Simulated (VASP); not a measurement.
Runs of VASP 6.6.1 on In. Symmetry: C2/m, No. 12, monoclinic system. The conventional cell has a = 4.492 Å, b = 4.639 Å, c = 3.339 Å, α = 90.00°, β = 130.88°, γ = 90.00°. Within 4.2 Å of In (site symmetry 2/m) lie 12 In at 3.23 to 3.43 Å. 

```csv
smearing,gap on the mesh (eV),pressure (GPa)
fermi-dirac 0.1 eV,none,0.1
fermi-dirac 0.3 eV,none,0.3
fermi-dirac 0.2 eV,none,(a)
methfessel-paxton 0.1 eV,none,0.1
fermi-dirac 0.03 eV,none,0.1
```

Alike in all rows: task single point; level r2SCAN; potentials or basis VASP PAW PBE potentials, release 64 (In_d); no spin polarisation; cell as given; k mesh 11 × 11 × 14; cutoff (eV) 520.

Question: Estimate the missing entries.

Answer: (a) 0.2.

Caveats: the PAW data sets were made with another functional, which shifts forces and pressure a little; spin-orbit coupling is left out, which moves the levels of the heavy elements; so wide a smearing shifts energies and pressures (at least some runs).

A k mesh can miss the band edges, and the runs leave out spin-orbit coupling on In.

A gap of «none» marks levels without a gap at the run's occupations.
